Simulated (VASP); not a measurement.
P, 1 atom in the cell. The structure is orthorhombic, space group Cmmm (No. 65). The conventional cell has a = 3.366 Å, b = 3.443 Å, c = 2.407 Å, α = 90.00°, β = 90.00°, γ = 90.00°. P (site symmetry mmm) has 6 P at 2.41 Å within 3.2 Å.  This cell differs from its parent crystal: strain +0.0225 x Voigt [0, 0, 0, 0, 1, 0].

```yaml
Program: VASP 6.6.1
Task: single point
Functional: PBE
Dispersion: D3(BJ)
Potentials_or_basis: VASP PAW PBE potentials, release 64 (P)
Cutoff: 520 eV
k_mesh: 24 × 24 × 24
Occupations: gaussian, width 0.15 eV
Spin: no spin polarisation
Dipole_correction: no
Further_INCAR_settings: ALGO = Normal; EDIFF = 1e-07; NBANDS = 8
```

Potentials or basis: VASP PAW PBE potentials, release 64 (P).

Command:

```sh
$ cat potpaw_PBE.64/P/POTCAR > POTCAR
$ mpirun -np 1 vasp_std > vasp.out
```

Hardware: 1 thread of Intel Xeon 8259CL, with other jobs on the host.

Q: Estimate the wall time of this run.

A: It took 4.7 min on 1 thread of Intel Xeon 8259CL (shared host), peak memory 0.44 GiB. Counts: scf iterations 11, k points 3770.
